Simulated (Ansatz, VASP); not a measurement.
## Sn2PbO3 in VASP and in Ansatz

```
Sn Pb O
1.0
     3.96624    0.00000    0.00000
     0.00000   11.61618    0.00000
     0.00000    0.00000    5.21920
Sn Pb O
4 2 6
Direct
  0.00000 0.83657 0.20656
  0.50000 0.66343 0.79344
  0.00000 0.16343 0.20656
  0.50000 0.33657 0.79344
  0.00000 0.50000 0.26152
  0.50000 0.00000 0.73848
  0.50000 0.50000 0.01519
  0.00000 0.67164 0.99937
  0.50000 0.82836 0.00063
  0.00000 0.00000 0.98481
  0.00000 0.32836 0.99937
  0.50000 0.17164 0.00063
```

Alike in both runs: functional PBE; k mesh 8 × 4 × 6; occupations gaussian, width 0.02 eV; no spin polarisation.

Ansatz relaxed the structure, and its values are those at the end. VASP's run is a single point on that final structure, the one shown.

|  | VASP | Ansatz |
| --- | --- | --- |
| version | VASP 6.6.1 | Ansatz 0.2.0 |
| potentials or method | VASP PAW PBE potentials, release 64 (Sn_d, Pb_d, O), cutoff 600 eV | scalar-relativistic, plane waves, PAW |
| valence electrons in the cell | 120 | 120 |

Ansatz gave:

* gap on the k mesh at the Fermi level (eV): 0.94
* least direct gap on the mesh (eV): 1.99
* pressure (GPa): 0.0
* rms of the force components (eV/Å): 0.002

Question: Which values does VASP return?

Answer: gap on the k mesh at the Fermi level (eV): 0.94; least direct gap on the mesh (eV): 1.97; pressure (GPa): 0.1; rms of the force components (eV/Å): 0.026.

Spin-orbit coupling is off throughout.
